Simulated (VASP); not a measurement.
# ZrSn2S3 (P-3m1) in VASP: a series of runs

Runs on ZrSn2S3. Level: PBE. Tasks: relaxation of cell and atoms, single point.

Program: VASP 6.6.1. These are calculated values, not measurements. Logs are shortened: lines on timing, memory, paths and dates and some standing lists are left out, and cuts for length are marked.

**1. The cell of the first run**

The structure is trigonal, space group P-3m1 (No. 164). The conventional cell has a = 3.603 Å, b = 3.603 Å, c = 12.618 Å, α = 90.00°, β = 90.00°, γ = 120.00°. Zr (site symmetry -3m) has 6 S at 2.58 Å within 3.4 Å. Sn (site symmetry 3m) has 6 S at 2.85 to 3.52 Å and 6 Sn at 3.60 Å within 3.8 Å. Within 3.7 Å of S (site symmetry 3m) lie 3 Zr at 2.58 Å and 3 Sn at 3.52 Å and 9 S at 3.60 to 3.70 Å. Within 3.8 Å of S (site symmetry -3m) lie 6 Sn at 2.85 Å and 6 S at 3.60 Å.

The cell was built from a structure type or drawn by symmetry, and may not be a known phase.

**2. Relaxation of cell and atoms, PBE**

The input, INCAR:

```
PREC     = Accurate       # precision mode
ENCUT    = 600            # plane-wave cutoff, eV
EDIFF    = 1E-6           # SCF threshold, eV
ISMEAR   = 0              # smearing method
SIGMA    = 0.1            # smearing width, eV
LREAL    = F              # projectors in reciprocal space
LASPH    = T              # aspherical terms in the spheres
NELM     = 80             # most SCF steps
ALGO     = Normal         # electronic algorithm
ISIF     = 3              # what is computed and relaxed
LWAVE    = F              # write WAVECAR
LCHARG   = F              # write CHGCAR
GGA      = PE             # functional
IBRION   = 2              # ionic algorithm
NSW      = 100            # ionic steps
EDIFFG   = -0.01          # ionic threshold
```

The input, KPOINTS:

```
Automatic mesh
0
Gamma
  12 12 4
```

The input, POSCAR:

```
ZrSn2S3
1.0
    3.6034483417      0.0000000000      0.0000000000
   -1.8017241708      3.1206778051      0.0000000000
    0.0000000000      0.0000000000     12.6176820697
Zr Sn S
1 2 3
Direct
    0.0000000000      0.0000000000      0.0000000000
    0.3333333333      0.6666666667      0.6540062415
    0.6666666667      0.3333333333      0.3459937585
    0.3333333333      0.6666666667      0.1211324431
    0.6666666667      0.3333333333      0.8788675569
    0.0000000000      0.0000000000      0.5000000000
```

Potentials or basis: VASP PAW PBE potentials, release 64 (Zr_sv, Sn_d, S).

Command:

```console
> cat potpaw_PBE.64/Zr_sv/POTCAR potpaw_PBE.64/Sn_d/POTCAR potpaw_PBE.64/S/POTCAR > POTCAR
> mpirun -np 1 vasp_std > vasp.out
```

OUTCAR:

```text
PREC = Accurate
   ENCUT = 600
   EDIFF = 1E-6
   ISMEAR = 0
   LREAL = F
   LASPH = T
   NELM = 80
   ISIF = 3
   GGA = PE
   IBRION = 2
   NSW = 100
   EDIFFG = -0.01

 ion  position               nearest neighbor table
   1  0.000  0.000  0.000-   4 2.58   5 2.58   4 2.58   5 2.58   5 2.58   4 2.58
   2  0.333  0.667  0.654-   6 2.85   6 2.85   6 2.85
   3  0.667  0.333  0.346-   6 2.85   6 2.85   6 2.85
   4  0.333  0.667  0.121-   1 2.58   1 2.58   1 2.58
   5  0.667  0.333  0.879-   1 2.58   1 2.58   1 2.58
   6  0.000  0.000  0.500-   2 2.85   3 2.85   2 2.85   3 2.85   3 2.85   2 2.85

  LATTYP: Found a hexagonal cell.
 ALAT       =     3.6034483417
 C/A-ratio  =     3.5015576396

  Lattice vectors:

 A1 = (   3.6034483417,   0.0000000000,   0.0000000000)
 A2 = (  -1.8017241708,   3.1206778051,   0.0000000000)
 A3 = (   0.0000000000,   0.0000000000,  12.6176820697)

Analysis of symmetry for initial positions (statically):
=====================================================================
 Subroutine PRICEL returns:
 Original cell was already a primitive cell.

 Routine SETGRP: Setting up the symmetry group for a
 hexagonal supercell.

 Subroutine GETGRP returns: Found 12 space group operations
 (whereof 12 operations were pure point group operations)
 out of a pool of 24 trial point group operations.

The static configuration has the point symmetry D_3d.

Analysis of symmetry for dynamics (positions and initial velocities):
=====================================================================
 Subroutine PRICEL returns:
 Original cell was already a primitive cell.

 Routine SETGRP: Setting up the symmetry group for a
 hexagonal supercell.

 Subroutine GETGRP returns: Found 12 space group operations
 (whereof 12 operations were pure point group operations)
 out of a pool of 24 trial point group operations.

The dynamic configuration has the point symmetry D_3d.

 Subroutine INISYM returns: Found 12 space group operations
 (whereof 12 operations are pure point group operations),
 and found     1 'primitive' translations

----------------------------------------------------------------------------------------

                                     Primitive cell

  volume of cell :     141.8884

  direct lattice vectors                    reciprocal lattice vectors
     3.603448342  0.000000000  0.000000000     0.277511957  0.160221603  0.000000000
    -1.801724171  3.120677805  0.000000000     0.000000000  0.320443206  0.000000000
     0.000000000  0.000000000 12.617682070     0.000000000  0.000000000  0.079253859

  length of vectors
     3.603448342  3.603448342 12.617682070     0.320443206  0.320443206  0.079253859

  position of ions in fractional coordinates (direct lattice)
     0.000000000  0.000000000  0.000000000
     0.333333333  0.666666667  0.654006241
     0.666666667  0.333333333  0.345993759
     0.333333333  0.666666667  0.121132443
     0.666666667  0.333333333  0.878867557
     0.000000000  0.000000000  0.500000000

  ion indices of the primitive-cell ions
   primitive index   ion index
                 1           1
                 2           2
                 3           3
                 4           4
                 5           5
                 6           6

----------------------------------------------------------------------------------------

 KPOINTS: Automatic mesh

Automatic generation of k-mesh.
 Grid dimensions read from file:
 generate k-points for:   12   12    4

 Generating k-lattice:

  Cartesian coordinates                     Fractional coordinates (reciprocal lattice)
     0.023125996  0.013351800  0.000000000     0.083333333  0.000000000  0.000000000
     0.000000000  0.026703600  0.000000000     0.000000000  0.083333333  0.000000000
     0.000000000  0.000000000  0.019813465     0.000000000  0.000000000  0.250000000

  Length of vectors
     0.026703600  0.026703600  0.019813465

  Shift w.r.t. Gamma in fractional coordinates (k-lattice)
     0.000000000  0.000000000  0.000000000

 Subroutine IBZKPT returns following result:
 ===========================================

 Found     69 irreducible k-points:

 Following reciprocal coordinates:
            Coordinates               Weight
  0.000000  0.000000  0.000000      1.000000
  0.083333  0.000000  0.000000      6.000000
  0.166667 -0.000000  0.000000      6.000000
  0.250000  0.000000  0.000000      6.000000
  0.333333  0.000000  0.000000      6.000000
  0.416667 -0.000000  0.000000      6.000000
[... 16 lines left out ...]
  0.166667 -0.000000  0.250000      6.000000
  0.000000  0.166667  0.250000      6.000000
 [... further k-points ...]
   k-points           NKPTS =     69   k-points in BZ     NKDIM =     69   number of bands    NBANDS=     34
   number of dos      NEDOS =    301   number of ions     NIONS =      6
   total plane-waves  NPLWV =  97200
   dimension x,y,z NGX =    30 NGY =   30 NGZ =  108
   dimension x,y,z NGXF=    60 NGYF=   60 NGZF=  216
   ions per type =               1   2   3
   NGX,Y,Z   is equivalent  to a cutoff of  13.84, 13.84, 14.23 a.u.
   NGXF,Y,Z  is equivalent  to a cutoff of  27.68, 27.68, 28.46 a.u.
 SYSTEM =  unknown system
   PREC   = accura    normal or accurate (medium, high low for compatibility)
   ISTART =      0    job   : 0-new  1-cont  2-samecut
   ICHARG =      2    charge: 1-file 2-atom 10-const
   ISPIN  =      1    spin polarized calculation?
   LNONCOLLINEAR =      F non collinear calculations
   LSORBIT =      F    spin-orbit coupling
   LASPH  =      T    aspherical Exc in radial PAW
   ENCUT  =  600.0 eV  44.10 Ry    6.64 a.u.   7.20  7.20 25.20*2*pi/ulx,y,z
   NELM   =     80;   NELMIN=  2; NELMDL= -5     # of ELM steps
   EDIFF  = 0.1E-05   stopping-criterion for ELM
   LREAL  =      F    real-space projection
   EDIFFG = -.1E-01   stopping-criterion for IOM
   NSW    =    100    number of steps for IOM
   IBRION =      2    ionic relax: 0-MD 1-quasi-New 2-CG
   NFREE  =      1    steps in history (QN), initial steepest desc. (CG)
   ISIF   =      3    stress and relaxation
   ISYM   =      2    0-nonsym 1-usesym 2-fastsym
   POTIM  = 0.5000    time-step for ionic-motion
   TEBEG  =    0.0;   TEEND  =   0.0 temperature during run
   PSTRESS=    0.0 pullay stress
   NELECT =      58.0000    total number of electrons
   NUPDOWN=      -1.0000    fix difference up-down
   EMIN   =  10.00;   EMAX   =-10.00  energy-range for DOS
   EFERMI =   0.00;   METHOD = LEGACY
   ISMEAR =     0;   SIGMA  =   0.10  broadening in eV -4-tet -1-fermi 0-gaus
   EFERMI_NEDOS =   21; number of points for ismear=-14 and -15
   IALGO  =     38    algorithm
   IMIX   =      4    mixing-type and parameters
     AMIX     =   0.40;   BMIX     =  1.00
     AMIX_MAG =   1.60;   BMIX_MAG =  1.00
  volume/ion in A,a.u.               =      23.65       159.59
  Fermi-wavevector in a.u.,A,eV,Ry     =   1.214978  2.295976 20.084546  1.476173
  Thomas-Fermi vector in A             =   2.350380
   LORBIT       =      0    0 simple, 1 ext, 2 COOP (PROOUT), +10 PAW based schemes
   GGA     = PE    functional components
   LHFCALC =     F    Hartree Fock is set to
   AEXX    =    0.0000 exact exchange contribution
   IVDW    =     0    specifies the selected vdW correction
   LEPSILON=     F    determine dielectric tensor
   LRPA    =     F    only Hartree local field effects (RPA)
 conjugate gradient relaxation of ions
 non-spin polarized calculation
 Gauss-broadening in eV      SIGMA  =   0.10
  energy-cutoff  :      600.00
  volume of cell :      141.89
 maximum number of plane-waves:      4779
 NGX is ok and might be reduce to    30
   NGX = 15   NGY = 15   NGZ = 51

--------------------------------------- Ionic step        1  -------------------------------------------

 number of electron      58.0000002 magnetization

 Free energy of the ion-electron system (eV)
  ---------------------------------------------------
  ext. energy  EPLUGINS =         0.00000000
  ---------------------------------------------------
  free energy    TOTEN  =       -33.54821829 eV

  energy without entropy =      -33.53602600  energy(sigma->0) =      -33.54212214

------------------------ aborting loop because EDIFF is reached ----------------------------------------

  FORCE on cell =-STRESS in cart. coord.  units (eV):
  Direction    XX          YY          ZZ          XY          YZ          ZX
  --------------------------------------------------------------------------------------
  -------------------------------------------------------------------------------------
  Total        0.0510916      0.0510916     -0.0235056      0.0000000      0.0000000     -0.0000000
  in kB        0.5769168      0.5769168     -0.2654206      0.0000000      0.0000000     -0.0000000
  external PRESSURE =       0.2961377 kB  Pullay stress =       0.0000000 kB
[... 101 lines left out ...]
  FREE ENERGIE OF THE ION-ELECTRON SYSTEM (eV)
  ---------------------------------------------------
  free  energy   TOTEN  =       -33.5496742859 eV

  energy  without entropy=      -33.5371466843  energy(sigma->0) =      -33.54341049

[... ionic steps 4 to 10 ...]

--------------------------------------- Ionic step       11  -------------------------------------------

 number of electron      58.0000000 magnetization

------------------------ aborting loop because EDIFF is reached ----------------------------------------

  FORCE on cell =-STRESS in cart. coord.  units (eV):
  Direction    XX          YY          ZZ          XY          YZ          ZX
  --------------------------------------------------------------------------------------
  -------------------------------------------------------------------------------------
  Total        0.0303478      0.0303478      0.0086676      0.0000000      0.0000000      0.0000000
  in kB        0.3391165      0.3391165      0.0968545      0.0000000      0.0000000      0.0000000
  external PRESSURE =       0.2583625 kB  Pullay stress =       0.0000000 kB
[... 65 lines left out ...]
  energy  without entropy=      -33.5386747922  energy(sigma->0) =      -33.54515651

--------------------------------------- Ionic step       13  -------------------------------------------

 number of electron      57.9999999 magnetization

 Free energy of the ion-electron system (eV)
  ---------------------------------------------------
  ext. energy  EPLUGINS =         0.00000000
  ---------------------------------------------------
  free energy    TOTEN  =       -33.55168573 eV

  energy without entropy =      -33.53871167  energy(sigma->0) =      -33.54519870

 E-fermi :   6.7196     XC(G=0):  -9.8896

 val. band max:        6.7190010491   @ k =   0.2500   0.0833   0.2500
 cond. band min:       6.7403683473   @ k =   0.3333   0.0000   0.0000
 fundamental gap:      0.0213672982
 Fermi energy:         6.7196288168

 k-point     1 :       0.0000    0.0000    0.0000
  band No.  band energies     occupation
      1     -43.0175      2.00000
      2     -21.0789      2.00000
      3     -20.9433      2.00000
      4     -20.9433      2.00000
      5     -15.1955      2.00000
      6     -15.1892      2.00000
[... 877 lines left out ...]
     33       8.9056      0.00000
     34       9.9411      0.00000

 [... further k-points ...]

------------------------ aborting loop because EDIFF is reached ----------------------------------------

  FORCE on cell =-STRESS in cart. coord.  units (eV):
  Direction    XX          YY          ZZ          XY          YZ          ZX
  --------------------------------------------------------------------------------------
  -------------------------------------------------------------------------------------
  Total       -0.0024371     -0.0024371      0.0259092     -0.0000000     -0.0000000     -0.0000000
  in kB       -0.0272141     -0.0272141      0.2893167     -0.0000000     -0.0000000     -0.0000000
  external PRESSURE =       0.0782962 kB  Pullay stress =       0.0000000 kB
[... 21 lines left out ...]
  FREE ENERGIE OF THE ION-ELECTRON SYSTEM (eV)
  ---------------------------------------------------
  free  energy   TOTEN  =       -33.5516857267 eV

  energy  without entropy=      -33.5387116672  energy(sigma->0) =      -33.54519870

 reached required accuracy - stopping structural energy minimisation
```

It took 42 min on 1 thread of Intel Xeon Platinum 8488C (Sapphire Rapids), shared host; peak memory 0.59 GiB.

What came out:

```
Free energy                           : -33.5517 eV
Relaxed volume                        : 23.91 Å³/atom
Relaxed cell                          : a = 3.607 Å, b = 3.607 Å, c = 12.737 Å, α = 90.00°, β = 90.00°, γ = 120.00°
Space group after relaxing (to 0.1 Å) : P-3m1 (No. 164)
Energy gained by relaxing             : 0.6 meV/atom
Ionic steps                           : 13
Pressure after relaxing               : 0.0 GPa
Band gap on the k mesh                : zero (bands 29 and 30 overlap by 1.30 eV)
```

Forces in eV/Å, atoms in the order of the input:
```
Zr   0.000  0.000  0.000
Sn   0.000  0.000  0.002
Sn   0.000  0.000 -0.002
S    0.000  0.000  0.000
S    0.000  0.000  0.000
S    0.000  0.000  0.000
```

The path:
```tsv
step	energy change (eV)	largest force (eV/Å)	pressure (GPa)	volume (Å³)
1	0.0000	0.0981	0.03	141.89
2	-0.0009	0.0630	0.09	141.98
3	-0.0015	0.0135	0.16	142.11
4	-0.0020	0.0338	0.01	142.54
5	-0.0021	0.0769	-0.23	143.19
6	-0.0022	0.0604	-0.15	142.94
7	-0.0026	0.0559	-0.14	143.04
8	-0.0031	0.0491	-0.09	143.21
9	-0.0033	0.0351	-0.01	143.54
10	-0.0033	0.0388	-0.03	143.45
11	-0.0034	0.0151	0.03	143.38
12	-0.0034	0.0148	0.06	143.34
13	-0.0035	0.0021	0.01	143.48
```

Final structure:
```
CELL_PARAMETERS angstrom
3.60652 0.00000 0.00000
-1.80326 3.12334 0.00000
0.00000 0.00000 12.73744
ATOMIC_POSITIONS crystal
Zr 0.00000 0.00000 0.00000
Sn 0.33333 0.66667 0.65169
Sn 0.66667 0.33333 0.34831
S 0.33333 0.66667 0.11960
S 0.66667 0.33333 0.88040
S 0.00000 0.00000 0.50000
```

Caveat: spin-orbit coupling is left out, which moves the levels of the heavy elements.

**3. Single point, PBE**

The input, INCAR:

```
PREC = Accurate ; ENCUT = 520
EDIFF = 1E-7 ; ISMEAR = 0
SIGMA = 0.1 ; LREAL = False
LASPH = True ; NELM = 60
ALGO = Normal ; ISIF = 2
LWAVE = False ; LCHARG = False
GGA = PE ; NBANDS = 38
```

The input, KPOINTS:

```
regular mesh
0
Gamma
  6 6 2
```

POSCAR is that of step 2.

Potentials or basis: VASP PAW PBE potentials, release 64 (Zr_sv, Sn_d, S).

Command:

```console
> cat potpaw_PBE.64/Zr_sv/POTCAR potpaw_PBE.64/Sn_d/POTCAR potpaw_PBE.64/S/POTCAR > POTCAR
> mpirun -np 1 vasp_std > vasp.out
```

It took 96 s on 1 thread of Intel Xeon Platinum 8375C at 2.90GHz (Ice Lake), shared host; peak memory 0.29 GiB.

Results (log left out):

```yaml
Free_energy: -33.5413 eV
Pressure: 0.0 GPa
Largest_force: 0.015 eV/Å
Band_gap_on_the_k_mesh: zero (bands 29 and 30 overlap by 1.14 eV)
```

Forces in eV/Å, atoms in the order of the input:
```
Zr   0.000  0.000  0.000
Sn   0.000  0.000 -0.001
Sn   0.000  0.000  0.001
S    0.000  0.000 -0.015
S    0.000  0.000  0.015
S    0.000  0.000  0.000
```

Stress tensor (GPa, compression positive):
```
-0.04  0.00  0.00
 0.00 -0.04  0.00
 0.00  0.00  0.19
```

Levels at points of the mesh, in eV from the Fermi level:
| k point | band 25 | band 26 | band 27 | band 28 | band 29 | band 30 | band 31 | band 32 | band 33 | band 34 |
| --- | --- | --- | --- | --- | --- | --- | --- | --- | --- | --- |
| (0.00, 0.00, 0.00) | -1.84 | -1.29 | -1.29 | -1.14 | 0.57 | 0.69 | 0.69 | 1.78 | 3.57 | 3.57 |
| (0.50, 0.00, 0.00) | -3.55 | -2.94 | -2.19 | -1.95 | -1.80 | -0.46 | 0.67 | 1.22 | 2.24 | 2.60 |
| (0.00, 0.00, 0.50) | -1.84 | -1.84 | -1.29 | -1.29 | 0.69 | 0.69 | 1.29 | 1.60 | 3.59 | 3.64 |
| (0.50, 0.00, 0.50) | -3.02 | -2.92 | -2.70 | -2.20 | -1.75 | -0.30 | 0.73 | 1.38 | 2.34 | 2.59 |

Caveat: spin-orbit coupling is left out, which moves the levels of the heavy elements.
